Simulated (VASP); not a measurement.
# Rh (Fm-3m) in VASP: notebook

Rh is run at these levels: PBE; tasks: single point.

Everything below comes from runs of VASP 6.6.1. Logs are shortened: lines on timing, memory, paths and dates and some standing lists are left out, and cuts for length are marked.

## (1) The cell of the first run

Symmetry: Fm-3m, No. 225, cubic system. The conventional cell has a = 3.860 Å, b = 3.860 Å, c = 3.860 Å, α = 90.00°, β = 90.00°, γ = 90.00°. Rh (site symmetry m-3m) has 12 Rh at 2.73 Å within 3.6 Å.

## (2) Single point, PBE (Ru replaced by Rh, lengths x 0.984, strained)

INCAR

```
SYSTEM = Rh
PREC = Accurate
ENCUT = 500
EDIFF = 1E-6
ISMEAR = 0
SIGMA = 0.1
LREAL = .FALSE.
LASPH = .TRUE.
NELM = 120
ALGO = Normal
ISIF = 2
LWAVE = .FALSE.
LCHARG = .FALSE.
GGA = PE
NBANDS = 14
GGA_COMPAT = .FALSE.
```

KPOINTS

```
regular mesh
0
G
  8 8 8
  0 0 0
```

POSCAR

```
Rh
1.0
    0.0000000000      1.9300435055      1.9300435055
    1.9300435055      0.0000000000      1.9300435055
    1.9300435055      1.9300435055      0.0000000000
Rh
1
Direct
    0.0000000000      0.0000000000      0.0000000000
```

Potentials or basis: VASP PAW PBE potentials, release 64 (Rh_pv).

On the command line:

```bash
> cat potpaw_PBE.64/Rh_pv/POTCAR > POTCAR
> mpirun -np 1 vasp_std > vasp.out
```

OUTCAR:

```text
SYSTEM = Rh
   PREC = Accurate
   ENCUT = 500
   EDIFF = 1E-6
   ISMEAR = 0
   LREAL = .FALSE.
   LASPH = .TRUE.
   NELM = 120
   ISIF = 2
   GGA = PE

 ion  position               nearest neighbor table
   1  0.000  0.000  0.000-

  LATTYP: Found a face centered cubic cell.
 ALAT       =     3.8600870110

  Lattice vectors:

 A1 = (   0.0000000000,   1.9300435055,   1.9300435055)
 A2 = (   1.9300435055,   0.0000000000,   1.9300435055)
 A3 = (   1.9300435055,   1.9300435055,   0.0000000000)

Analysis of symmetry for initial positions (statically):
=====================================================================
 Subroutine PRICEL returns:
 Original cell was already a primitive cell.

 Routine SETGRP: Setting up the symmetry group for a
 face centered cubic supercell.

 Subroutine GETGRP returns: Found 48 space group operations
 (whereof 48 operations were pure point group operations)
 out of a pool of 48 trial point group operations.

The static configuration has the point symmetry O_h .

Analysis of symmetry for dynamics (positions and initial velocities):
=====================================================================
 Subroutine PRICEL returns:
 Original cell was already a primitive cell.

 Routine SETGRP: Setting up the symmetry group for a
 face centered cubic supercell.

 Subroutine GETGRP returns: Found 48 space group operations
 (whereof 48 operations were pure point group operations)
 out of a pool of 48 trial point group operations.

The dynamic configuration has the point symmetry O_h .

 Subroutine INISYM returns: Found 48 space group operations
 (whereof 48 operations are pure point group operations),
 and found     1 'primitive' translations

----------------------------------------------------------------------------------------

                                     Primitive cell

  volume of cell :      14.3791

  direct lattice vectors                    reciprocal lattice vectors
     0.000000000  1.930043506  1.930043506    -0.259061518  0.259061518  0.259061518
     1.930043506  0.000000000  1.930043506     0.259061518 -0.259061518  0.259061518
     1.930043506  1.930043506  0.000000000     0.259061518  0.259061518 -0.259061518

  length of vectors
     2.729493701  2.729493701  2.729493701     0.448707711  0.448707711  0.448707711

  position of ions in fractional coordinates (direct lattice)
     0.000000000  0.000000000  0.000000000

  ion indices of the primitive-cell ions
   primitive index   ion index
                 1           1

----------------------------------------------------------------------------------------

 KPOINTS: regular mesh

Automatic generation of k-mesh.
 Grid dimensions read from file:
 generate k-points for:    8    8    8

 Generating k-lattice:

  Cartesian coordinates                     Fractional coordinates (reciprocal lattice)
    -0.032382690  0.032382690  0.032382690     0.125000000  0.000000000  0.000000000
     0.032382690 -0.032382690  0.032382690     0.000000000  0.125000000  0.000000000
     0.032382690  0.032382690 -0.032382690     0.000000000  0.000000000  0.125000000

  Length of vectors
     0.056088464  0.056088464  0.056088464

  Shift w.r.t. Gamma in fractional coordinates (k-lattice)
     0.000000000  0.000000000  0.000000000

 Subroutine IBZKPT returns following result:
 ===========================================

 Found     29 irreducible k-points:

 Following reciprocal coordinates:
            Coordinates               Weight
  0.000000  0.000000  0.000000      1.000000
  0.125000  0.000000  0.000000      8.000000
  0.250000  0.000000  0.000000      8.000000
  0.375000  0.000000  0.000000      8.000000
  0.500000  0.000000  0.000000      4.000000
  0.125000  0.125000  0.000000      6.000000
[... 16 lines left out ...]
  0.500000  0.250000  0.125000     48.000000
 -0.375000  0.250000  0.125000     24.000000
 [... further k-points ...]
   k-points           NKPTS =     29   k-points in BZ     NKDIM =     29   number of bands    NBANDS=     14
   number of dos      NEDOS =    301   number of ions     NIONS =      1
   total plane-waves  NPLWV =   8000
   dimension x,y,z NGX =    20 NGY =   20 NGZ =   20
   dimension x,y,z NGXF=    40 NGYF=   40 NGZF=   40
   ions per type =               1
   NGX,Y,Z   is equivalent  to a cutoff of  12.18, 12.18, 12.18 a.u.
   NGXF,Y,Z  is equivalent  to a cutoff of  24.36, 24.36, 24.36 a.u.
 SYSTEM =  Rh
   PREC   = accura    normal or accurate (medium, high low for compatibility)
   ISTART =      0    job   : 0-new  1-cont  2-samecut
   ICHARG =      2    charge: 1-file 2-atom 10-const
   ISPIN  =      1    spin polarized calculation?
   LNONCOLLINEAR =      F non collinear calculations
   LSORBIT =      F    spin-orbit coupling
   LASPH  =      T    aspherical Exc in radial PAW
   ENCUT  =  500.0 eV  36.75 Ry    6.06 a.u.   4.98  4.98  4.98*2*pi/ulx,y,z
   NELM   =    120;   NELMIN=  2; NELMDL= -5     # of ELM steps
   EDIFF  = 0.1E-05   stopping-criterion for ELM
   LREAL  =      F    real-space projection
   EDIFFG = 0.1E-04   stopping-criterion for IOM
   NSW    =      0    number of steps for IOM
   IBRION =     -1    ionic relax: 0-MD 1-quasi-New 2-CG
   NFREE  =      0    steps in history (QN), initial steepest desc. (CG)
   ISIF   =      2    stress and relaxation
   ISYM   =      2    0-nonsym 1-usesym 2-fastsym
   POTIM  = 0.5000    time-step for ionic-motion
   TEBEG  =    0.0;   TEEND  =   0.0 temperature during run
   PSTRESS=    0.0 pullay stress
   NELECT =      15.0000    total number of electrons
   NUPDOWN=      -1.0000    fix difference up-down
   EMIN   =  10.00;   EMAX   =-10.00  energy-range for DOS
   EFERMI =   0.00;   METHOD = LEGACY
   ISMEAR =     0;   SIGMA  =   0.10  broadening in eV -4-tet -1-fermi 0-gaus
   EFERMI_NEDOS =   21; number of points for ismear=-14 and -15
   IALGO  =     38    algorithm
   IMIX   =      4    mixing-type and parameters
     AMIX     =   0.40;   BMIX     =  1.00
     AMIX_MAG =   1.60;   BMIX_MAG =  1.00
  volume/ion in A,a.u.               =      14.38        97.03
  Fermi-wavevector in a.u.,A,eV,Ry     =   1.660332  3.137572 37.507192  2.756701
  Thomas-Fermi vector in A             =   2.747586
   LORBIT       =      0    0 simple, 1 ext, 2 COOP (PROOUT), +10 PAW based schemes
   GGA     = PE    functional components
   LHFCALC =     F    Hartree Fock is set to
   AEXX    =    0.0000 exact exchange contribution
   IVDW    =     0    specifies the selected vdW correction
   LEPSILON=     F    determine dielectric tensor
   LRPA    =     F    only Hartree local field effects (RPA)
 non-spin polarized calculation
 Gauss-broadening in eV      SIGMA  =   0.10
  energy-cutoff  :      500.00
  volume of cell :       14.38
 maximum number of plane-waves:       380
   NGX =  9   NGY =  9   NGZ =  9

 number of electron      14.9999996 magnetization

 Free energy of the ion-electron system (eV)
  ---------------------------------------------------
  ext. energy  EPLUGINS =         0.00000000
  ---------------------------------------------------
  free energy    TOTEN  =        -7.22813713 eV

  energy without entropy =       -7.21745521  energy(sigma->0) =       -7.22279617

 E-fermi :  11.1303     XC(G=0): -13.7396

 val. band max:       11.1064058135   @ k =  -0.3750   0.2500   0.0000
 cond. band min:      11.1895452719   @ k =   0.3750   0.0000   0.0000
 fundamental gap:      0.0831394585
 Fermi energy:        11.1302630367

 k-point     1 :       0.0000    0.0000    0.0000
  band No.  band energies     occupation
      1     -35.1710      2.00000
      2     -35.1710      2.00000
      3     -35.1710      2.00000
      4       3.4689      2.00000
      5       8.2454      2.00000
      6       8.2454      2.00000
      7       8.2454      2.00000
      8      10.1967      2.00000
      9      10.1967      2.00000
     10      27.1079      0.00000
     11      31.8268      0.00000
     12      32.3279      0.00000
     13      32.3279      0.00000
     14      32.3279      0.00000

 k-point     2 :       0.1250    0.0000    0.0000
  band No.  band energies     occupation
      1     -35.2653      2.00000
      2     -35.1839      2.00000
      3     -35.1839      2.00000
      4       4.0482      2.00000
      5       8.0281      2.00000
      6       8.4469      2.00000
      7       8.4469      2.00000
      8      10.1066      2.00000
      9      10.1066      2.00000
     10      27.8375      0.00000
     11      29.7855      0.00000
     12      31.8273      0.00000
     13      33.1472      0.00000
     14      33.1472      0.00000

 k-point     3 :       0.2500    0.0000    0.0000
  band No.  band energies     occupation
      1     -35.4894      2.00000
      2     -35.2150      2.00000
      3     -35.2150      2.00000
      4       5.2253      2.00000
      5       8.1113      2.00000
      6       8.5867      2.00000
      7       8.5867      2.00000
      8      10.3523      2.00000
      9      10.3523      2.00000
     10      25.8710      0.00000
     11      28.5177      0.00000
     12      31.8266      0.00000
     13      34.9612      0.00000
     14      34.9612      0.00000
[... 324 lines left out ...]
 k-point    23 :       0.5000    0.2500    0.1250
  band No.  band energies     occupation
      1     -35.6621      2.00000
      2     -35.4009      2.00000
      3     -35.2914      2.00000
      4       6.4850      2.00000
      5       7.4821      2.00000
      6       7.9580      2.00000
      7       9.5232      2.00000
      8      11.0017      1.93093
      9      14.0908      0.00000
     10      22.3330      0.00000
     11      26.5629      0.00000
     12      28.4735      0.00000
     13      31.8275      0.00000
     14      33.0509      0.00000

 k-point    24 :      -0.3750    0.2500    0.1250
  band No.  band energies     occupation
      1     -35.7130      2.00000
      2     -35.4227      2.00000
      3     -35.3113      2.00000
      4       6.4208      2.00000
      5       7.2595      2.00000
      6       8.6286      2.00000
      7       9.2561      2.00000
      8      11.4681      0.00000
      9      16.3339      0.00000
     10      19.1633      0.00000
     11      26.8522      0.00000
     12      27.4471      0.00000
     13      31.8279      0.00000
     14      31.9183      0.00000

 [... further k-points ...]
[... 5 lines left out ...]
  --------------------------------------------------------------------------------------
  -------------------------------------------------------------------------------------
  Total       -0.4288330     -0.4288330     -0.4288330      0.0000000      0.0000000      0.0000000
  in kB      -47.7823459    -47.7823459    -47.7823459      0.0000000      0.0000000      0.0000000
  external PRESSURE =     -47.7823459 kB  Pullay stress =       0.0000000 kB

 VOLUME and BASIS-vectors are now :
 -----------------------------------------------------------------------------
  energy-cutoff  :      500.00
  volume of cell :       14.38
      direct lattice vectors                 reciprocal lattice vectors
     0.000000000  1.930043506  1.930043506    -0.259061518  0.259061518  0.259061518
     1.930043506  0.000000000  1.930043506     0.259061518 -0.259061518  0.259061518
     1.930043506  1.930043506  0.000000000     0.259061518  0.259061518 -0.259061518

 POSITION                                       TOTAL-FORCE (eV/Angst)
 -----------------------------------------------------------------------------------
      0.00000      0.00000      0.00000        -0.000000      0.000000      0.000000
 -----------------------------------------------------------------------------------
    total drift:                                0.000000     -0.000000      0.000000

  FREE ENERGIE OF THE ION-ELECTRON SYSTEM (eV)
  ---------------------------------------------------
  free  energy   TOTEN  =        -7.2281371269 eV

  energy  without entropy=       -7.2174552074  energy(sigma->0) =       -7.22279617
```

It took 2.3 s on 1 thread of Intel Xeon 6975P-C (Granite Rapids), shared host; peak memory 0.12 GiB.

What came out:

```
Free energy : -7.2281 eV
Pressure    : -4.8 GPa
```

Caveat: the cell differs from its parent crystal (Ru replaced by Rh, lengths x 0.984, strained).

## (3) Single point, PBE (Ru replaced by Rh, lengths x 0.984, strained)

INCAR

```
ALGO = Normal ; EDIFF = 1E-6
ENCUT = 500 ; GGA = PE
GGA_COMPAT = F ; ISIF = 2
ISMEAR = 0 ; LASPH = T
LCHARG = F ; LREAL = F
LWAVE = F ; NBANDS = 14
NELM = 120 ; PREC = Accurate
SIGMA = 0.1
```

KPOINTS

```
k-points
0
Gamma
  18 18 18
```

POSCAR is that of step 2.

Potentials or basis: VASP PAW PBE potentials, release 64 (Rh_pv).

On the command line:

```bash
> cat potpaw_PBE.64/Rh_pv/POTCAR > POTCAR
> mpirun -np 1 vasp_std > vasp.out
```

OUTCAR:

```text
EDIFF = 1E-6
   ENCUT = 500
   GGA = PE
   ISIF = 2
   ISMEAR = 0
   LASPH = T
   LREAL = F
   NELM = 120
   PREC = Accurate

 ion  position               nearest neighbor table
   1  0.000  0.000  0.000-

  LATTYP: Found a face centered cubic cell.
 ALAT       =     3.8600870110

  Lattice vectors:

 A1 = (   0.0000000000,   1.9300435055,   1.9300435055)
 A2 = (   1.9300435055,   0.0000000000,   1.9300435055)
 A3 = (   1.9300435055,   1.9300435055,   0.0000000000)

Analysis of symmetry for initial positions (statically):
=====================================================================
 Subroutine PRICEL returns:
 Original cell was already a primitive cell.

 Routine SETGRP: Setting up the symmetry group for a
 face centered cubic supercell.

 Subroutine GETGRP returns: Found 48 space group operations
 (whereof 48 operations were pure point group operations)
 out of a pool of 48 trial point group operations.

The static configuration has the point symmetry O_h .

Analysis of symmetry for dynamics (positions and initial velocities):
=====================================================================
 Subroutine PRICEL returns:
 Original cell was already a primitive cell.

 Routine SETGRP: Setting up the symmetry group for a
 face centered cubic supercell.

 Subroutine GETGRP returns: Found 48 space group operations
 (whereof 48 operations were pure point group operations)
 out of a pool of 48 trial point group operations.

The dynamic configuration has the point symmetry O_h .

 Subroutine INISYM returns: Found 48 space group operations
 (whereof 48 operations are pure point group operations),
 and found     1 'primitive' translations

----------------------------------------------------------------------------------------

                                     Primitive cell

  volume of cell :      14.3791
[... 107 lines left out ...]
     AMIX_MAG =   1.60;   BMIX_MAG =  1.00
  volume/ion in A,a.u.               =      14.38        97.03
  Fermi-wavevector in a.u.,A,eV,Ry     =   1.660332  3.137572 37.507192  2.756701
  Thomas-Fermi vector in A             =   2.747586
   LORBIT       =      0    0 simple, 1 ext, 2 COOP (PROOUT), +10 PAW based schemes
   GGA     = PE    functional components
   LHFCALC =     F    Hartree Fock is set to
   AEXX    =    0.0000 exact exchange contribution
   IVDW    =     0    specifies the selected vdW correction
   LEPSILON=     F    determine dielectric tensor
   LRPA    =     F    only Hartree local field effects (RPA)
 non-spin polarized calculation
 Gauss-broadening in eV      SIGMA  =   0.10
  energy-cutoff  :      500.00
  volume of cell :       14.38
 maximum number of plane-waves:       375
   NGX =  9   NGY =  9   NGZ =  9

 number of electron      14.9999996 magnetization

 Free energy of the ion-electron system (eV)
  ---------------------------------------------------
  ext. energy  EPLUGINS =         0.00000000
  ---------------------------------------------------
  free energy    TOTEN  =        -7.25585520 eV

  energy without entropy =       -7.24838648  energy(sigma->0) =       -7.25212084

 E-fermi :  11.1001     XC(G=0): -13.7450

 val. band max:       11.0966269549   @ k =   0.5000   0.2222   0.1111
 cond. band min:      11.1005061500   @ k =   0.5000   0.3889   0.0556
 fundamental gap:      0.0038791952
 Fermi energy:        11.1001328697

 k-point     1 :       0.0000    0.0000    0.0000
  band No.  band energies     occupation
      1     -35.2091      2.00000
      2     -35.2091      2.00000
      3     -35.2091      2.00000
      4       3.4682      2.00000
      5       8.2254      2.00000
      6       8.2254      2.00000
      7       8.2254      2.00000
      8      10.1668      2.00000
      9      10.1668      2.00000
     10      27.1172      0.00000
     11      31.7519      0.00000
     12      32.3251      0.00000
     13      32.3251      0.00000
     14      32.3251      0.00000
[... 377 lines left out ...]
      1     -35.5106      2.00000
      2     -35.2710      2.00000
      3     -35.2439      2.00000
      4       5.2542      2.00000
      5       7.8995      2.00000
      6       8.5928      2.00000
      7       8.6424      2.00000
      8       9.9955      2.00000
      9      10.6266      2.00000
     10      26.2265      0.00000
     11      28.6304      0.00000
     12      31.7514      0.00000
     13      33.4698      0.00000
     14      35.3646      0.00000

 [... further k-points ...]
[... 5 lines left out ...]
  --------------------------------------------------------------------------------------
  -------------------------------------------------------------------------------------
  Total       -0.5037371     -0.5037371     -0.5037371      0.0000000      0.0000000     -0.0000000
  in kB      -56.1284753    -56.1284753    -56.1284753      0.0000000      0.0000000     -0.0000000
  external PRESSURE =     -56.1284753 kB  Pullay stress =       0.0000000 kB

 VOLUME and BASIS-vectors are now :
 -----------------------------------------------------------------------------
  energy-cutoff  :      500.00
  volume of cell :       14.38
      direct lattice vectors                 reciprocal lattice vectors
     0.000000000  1.930043506  1.930043506    -0.259061518  0.259061518  0.259061518
     1.930043506  0.000000000  1.930043506     0.259061518 -0.259061518  0.259061518
     1.930043506  1.930043506  0.000000000     0.259061518  0.259061518 -0.259061518

 POSITION                                       TOTAL-FORCE (eV/Angst)
 -----------------------------------------------------------------------------------
      0.00000      0.00000      0.00000        -0.000000      0.000000      0.000000
 -----------------------------------------------------------------------------------
    total drift:                                0.000000     -0.000000     -0.000000

  FREE ENERGIE OF THE ION-ELECTRON SYSTEM (eV)
  ---------------------------------------------------
  free  energy   TOTEN  =        -7.2558552000 eV

  energy  without entropy=       -7.2483864844  energy(sigma->0) =       -7.25212084
```

OSZICAR:

```text
N       E                     dE             d eps       ncg     rms          rms(c)
DAV:   1     0.118432958972E+03    0.11843E+03   -0.85623E+03  5474   0.110E+03
DAV:   2    -0.615249145927E+01   -0.12459E+03   -0.11918E+03  6030   0.336E+02
DAV:   3    -0.775691216555E+01   -0.16044E+01   -0.16020E+01  6744   0.418E+01
DAV:   4    -0.776308958995E+01   -0.61774E-02   -0.61772E-02  6192   0.267E+00
DAV:   5    -0.776314637956E+01   -0.56790E-04   -0.56789E-04  6636   0.225E-01    0.905E+00
DAV:   6    -0.727165184090E+01    0.49149E+00   -0.85389E-01  5868   0.127E+01    0.302E+00
DAV:   7    -0.725904695908E+01    0.12605E-01   -0.17558E-02  6318   0.139E+00    0.150E+00
DAV:   8    -0.725594503966E+01    0.31019E-02   -0.29256E-03  5940   0.720E-01    0.140E-01
DAV:   9    -0.725585376824E+01    0.91271E-04   -0.80238E-05  5946   0.122E-01    0.112E-02
DAV:  10    -0.725585508109E+01   -0.13128E-05   -0.33801E-06  6324   0.223E-02    0.231E-03
DAV:  11    -0.725585520000E+01   -0.11891E-06   -0.23233E-07  2910   0.662E-03
   1 F= -.72558552E+01 E0= -.72521208E+01  d E =-.746872E-02
```

stdout:

```text
POSCAR found type information on POSCAR Rh
 POSCAR found :  1 types and       1 ions
 scaLAPACK will be used
 LDA part: xc-table for (Slater+PW92), standard interpolation
 POSCAR, INCAR and KPOINTS ok, starting setup
 FFT: planning ... GRIDC
 FFT: planning ... GRID_SOFT
 FFT: planning ... GRID
 WAVECAR not read
 entering main loop
```

Run time: 11 s. Hardware: 1 thread of Intel Xeon 6975P-C (Granite Rapids), shared host; peak memory 0.15 GiB.

What came out:

```
Free energy : -7.2559 eV
Pressure    : -5.6 GPa
```

Levels at points of the mesh, in eV from the Fermi level:
```csv
k point,band 4,band 5,band 6,band 7,band 8,band 9,band 10,band 11
"(0.00, 0.00, 0.00)",-7.63,-2.87,-2.87,-2.87,-0.93,-0.93,16.02,20.65
"(0.50, 0.00, 0.00)",-5.75,-2.94,-2.94,0.52,0.52,0.78,8.19,15.51
"(0.50, 0.50, 0.00)",-5.91,-5.56,0.49,0.90,0.90,3.21,11.71,13.06
```

Caveat: the cell differs from its parent crystal (Ru replaced by Rh, lengths x 0.984, strained).
